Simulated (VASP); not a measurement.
# Sb (Pm-3m) in VASP: further runs

Sb is run at these levels: PBE; tasks: electric field gradients.

Program: VASP 6.6.1. These are calculated values, not measurements. Logs are shortened: lines on timing, memory, paths and dates and some standing lists are left out, and cuts for length are marked.

## (1) The cell of the first run

Symmetry: Pm-3m, No. 221, cubic system. The conventional cell has a = 3.181 Å, b = 3.181 Å, c = 3.181 Å, α = 90.00°, β = 90.00°, γ = 90.00°. Sb (site symmetry m-3m) has 6 Sb at 3.18 Å within 4.2 Å.

## (2) Electric field gradients, PBE (volume scaled by 1.02)

INCAR reads:

```
PREC     = Accurate       # precision mode
ENCUT    = 520            # plane-wave cutoff, eV
EDIFF    = 1E-8           # SCF threshold, eV
ISMEAR   = -1             # smearing method
SIGMA    = 0.05           # smearing width, eV
LREAL    = False          # projectors in reciprocal space
LASPH    = True           # aspherical terms in the spheres
NELM     = 80             # most SCF steps
ALGO     = Normal         # electronic algorithm
ISIF     = 2              # what is computed and relaxed
LWAVE    = False          # write WAVECAR
LCHARG   = False          # write CHGCAR
GGA      = PE             # functional
LEFG     = True         
NBANDS   = 8              # bands
```

KPOINTS reads:

```
Automatic mesh
0
Gamma
  13 13 13
```

POSCAR reads:

```
Sb
1.0
    3.1809277622      0.0000000000      0.0000000000
    0.0000000000      3.1809277622      0.0000000000
    0.0000000000      0.0000000000      3.1809277622
Sb
1
Direct
    0.0000000000      0.0000000000      0.0000000000
```

Potentials or basis: VASP PAW PBE potentials, release 64 (Sb).

Started as:

```
> cat potpaw_PBE.64/Sb/POTCAR > POTCAR
> mpirun -np 1 vasp_std > vasp.out
```

OUTCAR:

```text
PREC = Accurate
   ENCUT = 520
   EDIFF = 1E-8
   ISMEAR = -1
   LREAL = False
   LASPH = True
   NELM = 80
   ISIF = 2
   GGA = PE

 ion  position               nearest neighbor table
   1  0.000  0.000  0.000-

  LATTYP: Found a simple cubic cell.
 ALAT       =     3.1809277622

  Lattice vectors:

 A1 = (   3.1809277622,   0.0000000000,   0.0000000000)
 A2 = (   0.0000000000,   3.1809277622,   0.0000000000)
 A3 = (   0.0000000000,   0.0000000000,   3.1809277622)

Analysis of symmetry for initial positions (statically):
=====================================================================
 Subroutine PRICEL returns:
 Original cell was already a primitive cell.

 Routine SETGRP: Setting up the symmetry group for a
 simple cubic supercell.

 Subroutine GETGRP returns: Found 48 space group operations
 (whereof 48 operations were pure point group operations)
 out of a pool of 48 trial point group operations.

The static configuration has the point symmetry O_h .

Analysis of symmetry for dynamics (positions and initial velocities):
=====================================================================
 Subroutine PRICEL returns:
 Original cell was already a primitive cell.

 Routine SETGRP: Setting up the symmetry group for a
 simple cubic supercell.

 Subroutine GETGRP returns: Found 48 space group operations
 (whereof 48 operations were pure point group operations)
 out of a pool of 48 trial point group operations.

The dynamic configuration has the point symmetry O_h .

 Subroutine INISYM returns: Found 48 space group operations
 (whereof 48 operations are pure point group operations),
 and found     1 'primitive' translations

----------------------------------------------------------------------------------------

                                     Primitive cell

  volume of cell :      32.1856

  direct lattice vectors                    reciprocal lattice vectors
     3.180927762  0.000000000  0.000000000     0.314373691  0.000000000  0.000000000
     0.000000000  3.180927762  0.000000000     0.000000000  0.314373691  0.000000000
[... 116 lines left out ...]
  volume of cell :       32.19
 maximum number of plane-waves:       891
 NGX is ok and might be reduce to    24
   NGX = 11   NGY = 11   NGZ = 11

 number of electron       5.0000001 magnetization

 Free energy of the ion-electron system (eV)
  ---------------------------------------------------
  ext. energy  EPLUGINS =         0.00000000
  ---------------------------------------------------
  free energy    TOTEN  =        -4.08181820 eV

  energy without entropy =       -4.07870134  energy(sigma->0) =       -4.08025977

 E-fermi :   6.2626     XC(G=0):  -9.3040

 val. band max:        6.2573256547   @ k =   0.3077   0.2308   0.1538
 cond. band min:       6.2628909134   @ k =   0.3846   0.3077   0.3077
 fundamental gap:      0.0055652587
 Fermi energy:         6.2626065028

 k-point     1 :       0.0000    0.0000    0.0000
  band No.  band energies     occupation
      1      -5.6175      2.00000
      2       9.2836      0.00000
      3       9.2836      0.00000
      4       9.2836      0.00000
      5      13.0611      0.00000
      6      13.0611      0.00000
      7      14.0191      0.00000
      8      23.4093      0.00000
[... 243 lines left out ...]
 k-point    24 :       0.3846    0.3077    0.0000
  band No.  band energies     occupation
      1      -2.7160      2.00000
      2       3.0963      2.00000
      3       4.8566      2.00000
      4      11.1802      0.00000
      5      11.8128      0.00000
      6      16.2454      0.00000
      7      18.9302      0.00000
      8      19.3417      0.00000

 [... further k-points ...]

------------------------ aborting loop because EDIFF is reached ----------------------------------------

  FORCE on cell =-STRESS in cart. coord.  units (eV):
  Direction    XX          YY          ZZ          XY          YZ          ZX
  --------------------------------------------------------------------------------------
  -------------------------------------------------------------------------------------
  Total       -0.6782492     -0.6782492     -0.6782492     -0.0000000     -0.0000000      0.0000000
  in kB      -33.7628018    -33.7628018    -33.7628018     -0.0000000     -0.0000000      0.0000000
  external PRESSURE =     -33.7628018 kB  Pullay stress =       0.0000000 kB

 VOLUME and BASIS-vectors are now :
 -----------------------------------------------------------------------------
  energy-cutoff  :      520.00
  volume of cell :       32.19
      direct lattice vectors                 reciprocal lattice vectors
     3.180927762  0.000000000  0.000000000     0.314373691  0.000000000  0.000000000
     0.000000000  3.180927762  0.000000000     0.000000000  0.314373691  0.000000000
     0.000000000  0.000000000  3.180927762     0.000000000  0.000000000  0.314373691

 POSITION                                       TOTAL-FORCE (eV/Angst)
 -----------------------------------------------------------------------------------
      0.00000      0.00000      0.00000         0.000000      0.000000      0.000000
 -----------------------------------------------------------------------------------
    total drift:                               -0.000000      0.000000      0.000000

  FREE ENERGIE OF THE ION-ELECTRON SYSTEM (eV)
  ---------------------------------------------------
  free  energy   TOTEN  =        -4.0818181969 eV

  energy  without entropy=       -4.0787013358  energy(sigma->0) =       -4.08025977

 Electric field gradients (V/A^2)
---------------------------------------------------------------------
 ion       V_xx      V_yy      V_zz      V_xy      V_xz      V_yz
---------------------------------------------------------------------
   1       0.000    -0.000     0.000    -0.000     0.000    -0.000
---------------------------------------------------------------------

 Electric field gradients after diagonalization (V/A^2)
 (convention: |V_zz| > |V_xx| > |V_yy|)
----------------------------------------------------------------------
 ion       V_xx      V_yy      V_zz     asymmetry (V_yy - V_xx)/ V_zz
----------------------------------------------------------------------
   1      -0.000     0.000     0.000       0.948
----------------------------------------------------------------------

           NMR quadrupolar parameters

 Cq : quadrupolar parameter    Cq=e*Q*V_zz/h
 eta: asymmetry parameters     (V_yy - V_xx)/ V_zz
 Q  : nuclear electric quadrupole moment in mb (millibarn)
----------------------------------------------------------------------
 ion       Cq(MHz)       eta       Q (mb)
----------------------------------------------------------------------
   1       0.000       0.948       1.000
----------------------------------------------------------------------
```

OSZICAR:

```text
N       E                     dE             d eps       ncg     rms          rms(c)
DAV:   1     0.525485839937E+01    0.52549E+01   -0.15583E+03  1344   0.393E+02
DAV:   2    -0.396328695131E+01   -0.92181E+01   -0.88151E+01  1976   0.511E+01
DAV:   3    -0.407671819995E+01   -0.11343E+00   -0.11339E+00  1672   0.644E+00
DAV:   4    -0.407716425820E+01   -0.44606E-03   -0.44606E-03  2032   0.477E-01
DAV:   5    -0.407716596860E+01   -0.17104E-05   -0.17104E-05  1744   0.191E-02    0.169E+00
DAV:   6    -0.407985984235E+01   -0.26939E-02   -0.12868E-03  1624   0.215E-01    0.993E-01
DAV:   7    -0.408176125406E+01   -0.19014E-02   -0.29942E-03  1520   0.323E-01    0.812E-02
DAV:   8    -0.408181441011E+01   -0.53156E-04   -0.97254E-05  1776   0.658E-02    0.930E-03
DAV:   9    -0.408181781750E+01   -0.34074E-05   -0.25945E-06  1896   0.102E-02    0.233E-03
DAV:  10    -0.408181808563E+01   -0.26813E-06   -0.11359E-06  1664   0.555E-03    0.375E-04
DAV:  11    -0.408181814618E+01   -0.60547E-07   -0.12019E-08  1816   0.686E-04    0.175E-04
DAV:  12    -0.408181817863E+01   -0.32453E-07   -0.74691E-09  1656   0.494E-04    0.193E-04
DAV:  13    -0.408181820225E+01   -0.23620E-07   -0.11107E-10   912   0.676E-05    0.417E-05
DAV:  14    -0.408181819694E+01    0.53161E-08   -0.62011E-12   824   0.200E-05
   1 F= -.40818182E+01 E0= -.40802598E+01  d E =-.311686E-02
```

stdout:

```text
POSCAR found type information on POSCAR Sb
 POSCAR found :  1 types and       1 ions
 scaLAPACK will be used
 LDA part: xc-table for (Slater+PW92), standard interpolation
 POSCAR, INCAR and KPOINTS ok, starting setup
 FFT: planning ... GRIDC
 FFT: planning ... GRID_SOFT
 FFT: planning ... GRID
 WAVECAR not read
 entering main loop
ion   1
```

Wall time 26 s (1 thread of Intel Xeon 8259CL, shared host); peak memory 0.15 GiB.

Results:

| Quantity | Value |
| --- | --- |
| Free energy | -4.0818 eV |
| Pressure | -3.4 GPa |

Levels at points of the mesh, in eV from the Fermi level:
| k point | band 1 | band 2 | band 3 | band 4 | band 5 | band 6 | band 7 |
| --- | --- | --- | --- | --- | --- | --- | --- |
| (0.00, 0.00, 0.00) | -11.88 | 3.02 | 3.02 | 3.02 | 6.80 | 6.80 | 7.76 |

Caveat: without QUAD_EFG the Cq values of the log hold for a quadrupole moment of 1 mb, not for the nuclei; spin-orbit coupling is left out, which moves the levels of the heavy elements.

## (3) Electric field gradients, PBE (volume scaled by 1.06)

INCAR reads:

```
PREC     = Accurate       # precision mode
ENCUT    = 520            # plane-wave cutoff, eV
EDIFF    = 1E-8           # SCF threshold, eV
ISMEAR   = -1             # smearing method
SIGMA    = 0.05           # smearing width, eV
LREAL    = F              # projectors in reciprocal space
LASPH    = T              # aspherical terms in the spheres
NELM     = 80             # most SCF steps
ALGO     = Normal         # electronic algorithm
ISIF     = 2              # what is computed and relaxed
LWAVE    = F              # write WAVECAR
LCHARG   = F              # write CHGCAR
GGA      = PE             # functional
LEFG     = T            
NBANDS   = 8              # bands
```

KPOINTS is that of step 2.

POSCAR reads:

```
Sb
1.0
    3.2219765188      0.0000000000      0.0000000000
    0.0000000000      3.2219765188      0.0000000000
    0.0000000000      0.0000000000      3.2219765188
Sb
1
Direct
    0.0000000000      0.0000000000      0.0000000000
```

Potentials or basis: VASP PAW PBE potentials, release 64 (Sb).

Started as:

```
> cat potpaw_PBE.64/Sb/POTCAR > POTCAR
> mpirun -np 1 vasp_std > vasp.out
```

OUTCAR:

```text
PREC = Accurate
   ENCUT = 520
   EDIFF = 1E-8
   ISMEAR = -1
   LREAL = F
   LASPH = T
   NELM = 80
   ISIF = 2
   GGA = PE

 ion  position               nearest neighbor table
   1  0.000  0.000  0.000-

  LATTYP: Found a simple cubic cell.
 ALAT       =     3.2219765188

  Lattice vectors:

 A1 = (   3.2219765188,   0.0000000000,   0.0000000000)
 A2 = (   0.0000000000,   3.2219765188,   0.0000000000)
 A3 = (   0.0000000000,   0.0000000000,   3.2219765188)

Analysis of symmetry for initial positions (statically):
=====================================================================
 Subroutine PRICEL returns:
 Original cell was already a primitive cell.

 Routine SETGRP: Setting up the symmetry group for a
 simple cubic supercell.

 Subroutine GETGRP returns: Found 48 space group operations
 (whereof 48 operations were pure point group operations)
[... 444 lines left out ...]

 VOLUME and BASIS-vectors are now :
 -----------------------------------------------------------------------------
  energy-cutoff  :      520.00
  volume of cell :       33.45
      direct lattice vectors                 reciprocal lattice vectors
     3.221976519  0.000000000  0.000000000     0.310368494  0.000000000  0.000000000
     0.000000000  3.221976519  0.000000000     0.000000000  0.310368494  0.000000000
     0.000000000  0.000000000  3.221976519     0.000000000  0.000000000  0.310368494

 POSITION                                       TOTAL-FORCE (eV/Angst)
 -----------------------------------------------------------------------------------
      0.00000      0.00000      0.00000         0.000000      0.000000      0.000000
 -----------------------------------------------------------------------------------
    total drift:                               -0.000000      0.000000      0.000000

  FREE ENERGIE OF THE ION-ELECTRON SYSTEM (eV)
  ---------------------------------------------------
  free  energy   TOTEN  =        -4.0495516879 eV

  energy  without entropy=       -4.0464056866  energy(sigma->0) =       -4.04797869

 Electric field gradients (V/A^2)
---------------------------------------------------------------------
 ion       V_xx      V_yy      V_zz      V_xy      V_xz      V_yz
---------------------------------------------------------------------
   1      -0.000     0.000    -0.000    -0.000     0.000     0.000
---------------------------------------------------------------------

 Electric field gradients after diagonalization (V/A^2)
 (convention: |V_zz| > |V_xx| > |V_yy|)
----------------------------------------------------------------------
 ion       V_xx      V_yy      V_zz     asymmetry (V_yy - V_xx)/ V_zz
----------------------------------------------------------------------
   1      -0.000     0.000    -0.000      -0.528
----------------------------------------------------------------------

           NMR quadrupolar parameters

 Cq : quadrupolar parameter    Cq=e*Q*V_zz/h
 eta: asymmetry parameters     (V_yy - V_xx)/ V_zz
 Q  : nuclear electric quadrupole moment in mb (millibarn)
----------------------------------------------------------------------
 ion       Cq(MHz)       eta       Q (mb)
----------------------------------------------------------------------
   1      -0.000      -0.528       1.000
----------------------------------------------------------------------
```

OSZICAR:

```text
N       E                     dE             d eps       ncg     rms          rms(c)
DAV:   1     0.480755083875E+01    0.48076E+01   -0.15487E+03  1344   0.392E+02
DAV:   2    -0.393187544421E+01   -0.87394E+01   -0.83075E+01  1880   0.498E+01
DAV:   3    -0.404458985482E+01   -0.11271E+00   -0.11265E+00  1592   0.653E+00
DAV:   4    -0.404511711840E+01   -0.52726E-03   -0.52726E-03  2072   0.536E-01
DAV:   5    -0.404511888256E+01   -0.17642E-05   -0.17648E-05  1656   0.205E-02    0.158E+00
DAV:   6    -0.404762772450E+01   -0.25088E-02   -0.16783E-03  1632   0.231E-01    0.921E-01
DAV:   7    -0.404949140680E+01   -0.18637E-02   -0.37684E-03  1512   0.343E-01    0.816E-02
DAV:   8    -0.404954822834E+01   -0.56822E-04   -0.11439E-04  1800   0.704E-02    0.913E-03
DAV:   9    -0.404955141003E+01   -0.31817E-05   -0.28837E-06  1840   0.107E-02    0.264E-03
DAV:  10    -0.404955156239E+01   -0.15236E-06   -0.12912E-06  1680   0.575E-03    0.383E-04
DAV:  11    -0.404955163216E+01   -0.69766E-07   -0.16719E-08  1744   0.796E-04    0.183E-04
DAV:  12    -0.404955167128E+01   -0.39124E-07   -0.11577E-08  1664   0.599E-04    0.191E-04
DAV:  13    -0.404955169399E+01   -0.22712E-07   -0.13532E-10   904   0.756E-05    0.423E-05
DAV:  14    -0.404955168790E+01    0.60940E-08   -0.69436E-12   840   0.219E-05
   1 F= -.40495517E+01 E0= -.40479787E+01  d E =-.314600E-02
```

Wall time 24 s (1 thread of Intel Xeon 8259CL, shared host); peak memory 0.15 GiB.

Results:

```
Free energy : -4.0496 eV
Pressure    : -4.8 GPa
```

Caveat: without QUAD_EFG the Cq values of the log hold for a quadrupole moment of 1 mb, not for the nuclei; spin-orbit coupling is left out, which moves the levels of the heavy elements.

## (4) Electric field gradients, PBE (volume scaled by 1.04)

INCAR reads:

```
SYSTEM = Sb
PREC = Accurate
ENCUT = 520
EDIFF = 1E-8
ISMEAR = -1
SIGMA = 0.05
LREAL = .False.
LASPH = .True.
NELM = 100
ALGO = Normal
ISIF = 2
LWAVE = .False.
LCHARG = .False.
GGA = PE
LEFG = .True.
NBANDS = 8
```

KPOINTS reads:

```
regular mesh
0
Gamma
  13 13 13
  0 0 0
```

POSCAR reads:

```
Sb
1.0
    3.2015837161      0.0000000000      0.0000000000
    0.0000000000      3.2015837161      0.0000000000
    0.0000000000      0.0000000000      3.2015837161
Sb
1
Direct
    0.0000000000      0.0000000000      0.0000000000
```

Potentials or basis: VASP PAW PBE potentials, release 64 (Sb).

Started as:

```
> cat potpaw_PBE.64/Sb/POTCAR > POTCAR
> mpirun -np 1 vasp_std > vasp.out
```

OUTCAR:

```text
SYSTEM = Sb
   PREC = Accurate
   ENCUT = 520
   EDIFF = 1E-8
   ISMEAR = -1
   LREAL = .False.
   LASPH = .True.
   NELM = 100
   ISIF = 2
   GGA = PE

 ion  position               nearest neighbor table
   1  0.000  0.000  0.000-

  LATTYP: Found a simple cubic cell.
 ALAT       =     3.2015837161

  Lattice vectors:

 A1 = (   3.2015837161,   0.0000000000,   0.0000000000)
 A2 = (   0.0000000000,   3.2015837161,   0.0000000000)
 A3 = (   0.0000000000,   0.0000000000,   3.2015837161)

[... 468 lines left out ...]
    total drift:                               -0.000000      0.000000      0.000000

  FREE ENERGIE OF THE ION-ELECTRON SYSTEM (eV)
  ---------------------------------------------------
  free  energy   TOTEN  =        -4.0670456365 eV

  energy  without entropy=       -4.0639056986  energy(sigma->0) =       -4.06547567

 Electric field gradients (V/A^2)
---------------------------------------------------------------------
 ion       V_xx      V_yy      V_zz      V_xy      V_xz      V_yz
---------------------------------------------------------------------
   1       0.000    -0.000     0.000     0.000     0.000     0.000
---------------------------------------------------------------------

 Electric field gradients after diagonalization (V/A^2)
 (convention: |V_zz| > |V_xx| > |V_yy|)
----------------------------------------------------------------------
 ion       V_xx      V_yy      V_zz     asymmetry (V_yy - V_xx)/ V_zz
----------------------------------------------------------------------
   1      -0.000     0.000     0.000       0.430
----------------------------------------------------------------------

           NMR quadrupolar parameters

 Cq : quadrupolar parameter    Cq=e*Q*V_zz/h
 eta: asymmetry parameters     (V_yy - V_xx)/ V_zz
 Q  : nuclear electric quadrupole moment in mb (millibarn)
----------------------------------------------------------------------
 ion       Cq(MHz)       eta       Q (mb)
----------------------------------------------------------------------
   1       0.000       0.430       1.000
----------------------------------------------------------------------
```

stdout:

```text
POSCAR found type information on POSCAR Sb
 POSCAR found :  1 types and       1 ions
 scaLAPACK will be used
 LDA part: xc-table for (Slater+PW92), standard interpolation
 POSCAR, INCAR and KPOINTS ok, starting setup
 FFT: planning ... GRIDC
 FFT: planning ... GRID_SOFT
 FFT: planning ... GRID
 WAVECAR not read
 entering main loop
ion   1
```

Wall time 17 s (1 thread of Intel Xeon 8259CL, shared host); peak memory 0.15 GiB.

What came out:

- Free energy: -4.0670 eV
- Pressure: -4.1 GPa

Caveat: without QUAD_EFG the Cq values of the log hold for a quadrupole moment of 1 mb, not for the nuclei; spin-orbit coupling is left out, which moves the levels of the heavy elements.

(Continued in part 2 of 2.)
